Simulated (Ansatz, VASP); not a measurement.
## TaN: VASP beside Ansatz

```xyz
2
Lattice="0.0000 2.2547 2.2547 2.2547 0.0000 2.2547 2.2547 2.2547 0.0000" Properties=species:S:1:pos:R:3 pbc="T T T"
Ta    2.2547    2.2547    2.2547
N     0.0000    0.0000    0.0000
```

Change from the starting cell: volume scaled by 1.06.

Alike in both runs: task single point; functional LDA; k mesh 10 × 10 × 10; occupations fermi-dirac, width 0.05 eV; no spin polarisation.

```csv
,VASP,Ansatz
version,VASP 6.6.1,Ansatz 0.2.0
potentials or method,"VASP PAW LDA potentials, release 64 (Ta_pv, N), cutoff 520 eV","all-electron LAPW, scalar-relativistic"
```

|  | VASP | Ansatz | Ansatz less VASP |
| --- | --- | --- | --- |
| gap on the k mesh at the Fermi level (eV) | none | none | - |
| pressure (GPa) | -31.0 | -32.1 | -1.16 |

LDA's correlation is that of Perdew and Zunger in VASP and of Perdew and Wang (1992) in Ansatz. A gap of «none» marks a metal or a gap that the smearing closes. Both programs put the cell under strong tension, so it lies far from rest at this level. Ansatz ran all-electron here, and VASP with PAW potentials.

Neither program's run includes spin-orbit coupling. Noted on VASP's run: the cell as given lies far from equilibrium.
